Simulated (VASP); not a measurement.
# ZrB2 in VASP: notebook

The runs below take ZrB2 through single point, with LDA.

All numbers are computed with VASP 6.6.1; they aren't measurements. Logs are shortened: lines on timing, memory, paths and dates and some standing lists are left out, and cuts for length are marked.

## Step 1: The cell of the first run

Symmetry: P6/mmm, No. 191, hexagonal system. Conventional cell: a = 3.138 Å, b = 3.138 Å, c = 3.497 Å, α = 90.00°, β = 90.00°, γ = 120.00°. Within 3.3 Å of Zr (site symmetry 6/mmm) lie 12 B at 2.52 Å and 6 Zr at 3.14 Å. B (site symmetry -6m2) has 3 B at 1.81 Å within 2.4 Å.

## Step 2: Single point, LDA

Contents of INCAR:

```
ALGO     = Normal         # electronic algorithm
EDIFF    = 1E-6           # SCF threshold, eV
ENCUT    = 520            # plane-wave cutoff, eV
GGA      = CA             # functional
ISIF     = 2              # what is computed and relaxed
ISMEAR   = -1             # smearing method
LASPH    = True           # aspherical terms in the spheres
LCHARG   = False          # write CHGCAR
LREAL    = False          # projectors in reciprocal space
LWAVE    = False          # write WAVECAR
NBANDS   = 16             # bands
NELM     = 80             # most SCF steps
PREC     = Accurate       # precision mode
SIGMA    = 0.02           # smearing width, eV
```

Contents of KPOINTS:

```
k-points
0
Gamma
  15 15 11
```

Contents of POSCAR:

```
ZrB2
1.0
    3.1379776086      0.0000000000      0.0000000000
   -1.5689888043      2.7175683256      0.0000000000
    0.0000000000      0.0000000000      3.4973106912
Zr B
1 2
Direct
    0.0000000000      0.0000000000      0.0000000000
    0.6666666667      0.3333333333      0.5000000000
    0.3333333333      0.6666666667      0.5000000000
```

Potentials or basis: VASP PAW LDA potentials, release 64 (Zr_sv, B).

The run is started by

```bash
cat potpaw_LDA.64/Zr_sv/POTCAR potpaw_LDA.64/B/POTCAR > POTCAR
mpirun -np 1 vasp_std > vasp.out
```

OUTCAR:

```text
EDIFF = 1E-6
   ENCUT = 520
   GGA = CA
   ISIF = 2
   ISMEAR = -1
   LASPH = True
   LREAL = False
   NELM = 80
   PREC = Accurate

 ion  position               nearest neighbor table
   1  0.000  0.000  0.000-   2 2.52   3 2.52   2 2.52   3 2.52   2 2.52   2 2.52   3 2.52   3 2.52
                             2 2.52   2 2.52   3 2.52   3 2.52
   2  0.667  0.333  0.500-   3 1.81   3 1.81   3 1.81   1 2.52   1 2.52   1 2.52   1 2.52   1 2.52
                             1 2.52
   3  0.333  0.667  0.500-   2 1.81   2 1.81   2 1.81   1 2.52   1 2.52   1 2.52   1 2.52   1 2.52
                             1 2.52

  LATTYP: Found a hexagonal cell.
 ALAT       =     3.1379776086
 C/A-ratio  =     1.1145110410

  Lattice vectors:

 A1 = (   3.1379776086,   0.0000000000,   0.0000000000)
 A2 = (  -1.5689888043,   2.7175683256,   0.0000000000)
 A3 = (   0.0000000000,   0.0000000000,   3.4973106912)

Analysis of symmetry for initial positions (statically):
=====================================================================
 Subroutine PRICEL returns:
 Original cell was already a primitive cell.

 Routine SETGRP: Setting up the symmetry group for a
 hexagonal supercell.

 Subroutine GETGRP returns: Found 24 space group operations
 (whereof 24 operations were pure point group operations)
 out of a pool of 24 trial point group operations.

The static configuration has the point symmetry D_6h.

Analysis of symmetry for dynamics (positions and initial velocities):
=====================================================================
 Subroutine PRICEL returns:
 Original cell was already a primitive cell.

 Routine SETGRP: Setting up the symmetry group for a
 hexagonal supercell.

 Subroutine GETGRP returns: Found 24 space group operations
 (whereof 24 operations were pure point group operations)
 out of a pool of 24 trial point group operations.

The dynamic configuration has the point symmetry D_6h.

 Subroutine INISYM returns: Found 24 space group operations
 (whereof 24 operations are pure point group operations),
 and found     1 'primitive' translations

----------------------------------------------------------------------------------------

                                     Primitive cell

  volume of cell :      29.8239

  direct lattice vectors                    reciprocal lattice vectors
     3.137977609  0.000000000  0.000000000     0.318676589  0.183988014  0.000000000
    -1.568988804  2.717568326  0.000000000     0.000000000  0.367976029  0.000000000
     0.000000000  0.000000000  3.497310691     0.000000000  0.000000000  0.285933990

  length of vectors
     3.137977609  3.137977609  3.497310691     0.367976029  0.367976029  0.285933990

  position of ions in fractional coordinates (direct lattice)
     0.000000000  0.000000000  0.000000000
     0.666666667  0.333333333  0.500000000
     0.333333333  0.666666667  0.500000000

  ion indices of the primitive-cell ions
   primitive index   ion index
                 1           1
                 2           2
                 3           3

----------------------------------------------------------------------------------------

 KPOINTS: k-points

Automatic generation of k-mesh.
 Grid dimensions read from file:
 generate k-points for:   15   15   11

 Generating k-lattice:

  Cartesian coordinates                     Fractional coordinates (reciprocal lattice)
     0.021245106  0.012265868  0.000000000     0.066666667  0.000000000  0.000000000
     0.000000000  0.024531735  0.000000000     0.000000000  0.066666667  0.000000000
     0.000000000  0.000000000  0.025993999     0.000000000  0.000000000  0.090909091

  Length of vectors
     0.024531735  0.024531735  0.025993999

  Shift w.r.t. Gamma in fractional coordinates (k-lattice)
     0.000000000  0.000000000  0.000000000

 Subroutine IBZKPT returns following result:
 ===========================================

 Found    162 irreducible k-points:

 Following reciprocal coordinates:
            Coordinates               Weight
  0.000000  0.000000  0.000000      1.000000
  0.066667  0.000000  0.000000      6.000000
  0.133333 -0.000000  0.000000      6.000000
  0.200000 -0.000000  0.000000      6.000000
  0.266667 -0.000000  0.000000      6.000000
  0.333333 -0.000000  0.000000      6.000000
[... 16 lines left out ...]
  0.333333  0.200000  0.000000     12.000000
  0.400000  0.200000  0.000000      6.000000
 [... further k-points ...]
   k-points           NKPTS =    162   k-points in BZ     NKDIM =    162   number of bands    NBANDS=     16
   number of dos      NEDOS =    301   number of ions     NIONS =      3
   total plane-waves  NPLWV =  16128
   dimension x,y,z NGX =    24 NGY =   24 NGZ =   28
   dimension x,y,z NGXF=    48 NGYF=   48 NGZF=   56
   ions per type =               1   2
   NGX,Y,Z   is equivalent  to a cutoff of  12.71, 12.71, 13.31 a.u.
   NGXF,Y,Z  is equivalent  to a cutoff of  25.43, 25.43, 26.62 a.u.
 SYSTEM =  unknown system
   PREC   = accura    normal or accurate (medium, high low for compatibility)
   ISTART =      0    job   : 0-new  1-cont  2-samecut
   ICHARG =      2    charge: 1-file 2-atom 10-const
   ISPIN  =      1    spin polarized calculation?
   LNONCOLLINEAR =      F non collinear calculations
   LSORBIT =      F    spin-orbit coupling
   LASPH  =      T    aspherical Exc in radial PAW
   ENCUT  =  520.0 eV  38.22 Ry    6.18 a.u.   5.83  5.83  6.50*2*pi/ulx,y,z
   NELM   =     80;   NELMIN=  2; NELMDL= -5     # of ELM steps
   EDIFF  = 0.1E-05   stopping-criterion for ELM
   LREAL  =      F    real-space projection
   EDIFFG = 0.1E-04   stopping-criterion for IOM
   NSW    =      0    number of steps for IOM
   IBRION =     -1    ionic relax: 0-MD 1-quasi-New 2-CG
   NFREE  =      0    steps in history (QN), initial steepest desc. (CG)
   ISIF   =      2    stress and relaxation
   ISYM   =      2    0-nonsym 1-usesym 2-fastsym
   POTIM  = 0.5000    time-step for ionic-motion
   TEBEG  =    0.0;   TEEND  =   0.0 temperature during run
   PSTRESS=    0.0 pullay stress
   NELECT =      18.0000    total number of electrons
   NUPDOWN=      -1.0000    fix difference up-down
   EMIN   =  10.00;   EMAX   =-10.00  energy-range for DOS
   EFERMI =   0.00;   METHOD = LEGACY
   ISMEAR =    -1;   SIGMA  =   0.02  broadening in eV -4-tet -1-fermi 0-gaus
   EFERMI_NEDOS =   21; number of points for ismear=-14 and -15
   IALGO  =     38    algorithm
   IMIX   =      4    mixing-type and parameters
     AMIX     =   0.40;   BMIX     =  1.00
     AMIX_MAG =   1.60;   BMIX_MAG =  1.00
  volume/ion in A,a.u.               =       9.94        67.09
  Fermi-wavevector in a.u.,A,eV,Ry     =   1.383495  2.614426 26.042333  1.914057
  Thomas-Fermi vector in A             =   2.508087
   LORBIT       =      0    0 simple, 1 ext, 2 COOP (PROOUT), +10 PAW based schemes
   GGA     = CA    functional components
   LHFCALC =     F    Hartree Fock is set to
   AEXX    =    0.0000 exact exchange contribution
   IVDW    =     0    specifies the selected vdW correction
   LEPSILON=     F    determine dielectric tensor
   LRPA    =     F    only Hartree local field effects (RPA)
 non-spin polarized calculation
  energy-cutoff  :      520.00
  volume of cell :       29.82
 maximum number of plane-waves:       820
 NGX is ok and might be reduce to    24
   NGX = 11   NGY = 11   NGZ = 13

 number of electron      18.0000000 magnetization

 Free energy of the ion-electron system (eV)
  ---------------------------------------------------
  ext. energy  EPLUGINS =         0.00000000
  ---------------------------------------------------
  free energy    TOTEN  =       -27.48208153 eV

  energy without entropy =      -27.48170981  energy(sigma->0) =      -27.48189567

 E-fermi :  10.7888     XC(G=0): -12.7286

 val. band max:       10.7857790834   @ k =   0.1333   0.1333   0.1818
 cond. band min:      10.8006426911   @ k =   0.4000   0.1333   0.0000
 fundamental gap:      0.0148636077
 Fermi energy:        10.7888152360

 k-point     1 :       0.0000    0.0000    0.0000
  band No.  band energies     occupation
      1     -37.4431      2.00000
      2     -15.8086      2.00000
      3     -15.1900      2.00000
      4     -15.1900      2.00000
      5      -1.8950      2.00000
      6       8.1204      2.00000
[... 8 lines left out ...]
     15      16.0803      0.00000
     16      16.0803      0.00000

 k-point     2 :       0.0667    0.0000    0.0000
  band No.  band energies     occupation
      1     -37.4373      2.00000
      2     -15.8002      2.00000
      3     -15.2395      2.00000
      4     -15.2007      2.00000
      5      -1.8031      2.00000
      6       7.8620      2.00000
[... 8 lines left out ...]
     15      16.5452      0.00000
     16      16.7403      0.00000

 k-point     3 :       0.1333   -0.0000    0.0000
  band No.  band energies     occupation
      1     -37.4209      2.00000
      2     -15.7763      2.00000
      3     -15.3770      2.00000
      4     -15.2306      2.00000
      5      -1.5353      2.00000
      6       7.2035      2.00000
[... 8 lines left out ...]
     15      17.4035      0.00000
     16      17.8863      0.00000

 k-point     4 :       0.2000   -0.0000    0.0000
  band No.  band energies     occupation
      1     -37.3967      2.00000
      2     -15.7409      2.00000
      3     -15.5740      2.00000
      4     -15.2744      2.00000
      5      -1.1119      2.00000
      6       6.3435      2.00000
[... 8 lines left out ...]
     15      17.7406      0.00000
     16      18.7674      0.00000

 k-point     5 :       0.2667   -0.0000    0.0000
  band No.  band energies     occupation
      1     -37.3686      2.00000
      2     -15.7927      2.00000
      3     -15.6999      2.00000
      4     -15.3241      2.00000
      5      -0.5584      2.00000
      6       5.4105      2.00000
[... 8 lines left out ...]
     15      18.3466      0.00000
     16      20.3291      0.00000

 k-point     6 :       0.3333   -0.0000    0.0000
  band No.  band energies     occupation
      1     -37.3416      2.00000
      2     -15.9951      2.00000
      3     -15.6603      2.00000
      4     -15.3711      2.00000
      5       0.0998      2.00000
      6       4.4647      2.00000
[... 8 lines left out ...]
     15      19.3318      0.00000
     16      21.1375      0.00000
[... 267 lines left out ...]
 k-point    21 :       0.2000    0.2000    0.0000
  band No.  band energies     occupation
      1     -37.3351      2.00000
      2     -15.9483      2.00000
      3     -15.6508      2.00000
      4     -15.4876      2.00000
      5       0.2703      2.00000
      6       4.8250      2.00000
[... 8 lines left out ...]
     15      18.4856      0.00000
     16      20.3635      0.00000

 k-point    22 :       0.2667    0.2000    0.0000
  band No.  band energies     occupation
      1     -37.3150      2.00000
      2     -16.0420      2.00000
      3     -15.6215      2.00000
      4     -15.5795      2.00000
      5       0.9661      2.00000
      6       4.1966      2.00000
[... 8 lines left out ...]
     15      18.9637      0.00000
     16      21.0018      0.00000

 k-point    23 :       0.3333    0.2000    0.0000
  band No.  band energies     occupation
      1     -37.3014      2.00000
      2     -16.1003      2.00000
      3     -15.6461      2.00000
      4     -15.6015      2.00000
      5       1.7408      2.00000
      6       3.4315      2.00000
[... 8 lines left out ...]
     15      19.9760      0.00000
     16      21.0147      0.00000

 k-point    24 :       0.4000    0.2000    0.0000
  band No.  band energies     occupation
      1     -37.2966      2.00000
      2     -16.1199      2.00000
      3     -15.6704      2.00000
      4     -15.5944      2.00000
      5       2.4564      2.00000
      6       2.7086      2.00000
[... 8 lines left out ...]
     15      20.5535      0.00000
     16      20.7914      0.00000

 [... further k-points ...]

------------------------ aborting loop because EDIFF is reached ----------------------------------------

  FORCE on cell =-STRESS in cart. coord.  units (eV):
  Direction    XX          YY          ZZ          XY          YZ          ZX
  --------------------------------------------------------------------------------------
  -------------------------------------------------------------------------------------
  Total       -0.1642064     -0.1642064     -0.2229704      0.0000000     -0.0000000      0.0000000
  in kB       -8.8213702     -8.8213702    -11.9782459      0.0000000     -0.0000000      0.0000000
  external PRESSURE =      -9.8736621 kB  Pullay stress =       0.0000000 kB

 VOLUME and BASIS-vectors are now :
 -----------------------------------------------------------------------------
  energy-cutoff  :      520.00
  volume of cell :       29.82
      direct lattice vectors                 reciprocal lattice vectors
     3.137977609  0.000000000  0.000000000     0.318676589  0.183988014  0.000000000
    -1.568988804  2.717568326  0.000000000     0.000000000  0.367976029  0.000000000
     0.000000000  0.000000000  3.497310691     0.000000000  0.000000000  0.285933990

 POSITION                                       TOTAL-FORCE (eV/Angst)
 -----------------------------------------------------------------------------------
      0.00000      0.00000      0.00000         0.000000      0.000000      0.000000
      1.56899      0.90586      1.74866        -0.000000      0.000000      0.000000
     -0.00000      1.81171      1.74866         0.000000     -0.000000      0.000000
 -----------------------------------------------------------------------------------
    total drift:                               -0.000000      0.000000     -0.000000

  FREE ENERGIE OF THE ION-ELECTRON SYSTEM (eV)
  ---------------------------------------------------
  free  energy   TOTEN  =       -27.4820815303 eV

  energy  without entropy=      -27.4817098081  energy(sigma->0) =      -27.48189567
```

It took 78 s on 1 thread of Intel Xeon Platinum 8375C at 2.90GHz (Ice Lake), shared host; peak memory 0.19 GiB.

Results:

- Free energy: -27.4821 eV
- Pressure: -1.0 GPa
- Band gap on the k mesh: zero (bands 9 and 10 overlap by 0.94 eV)

(Part 1 of 2 ends here.)
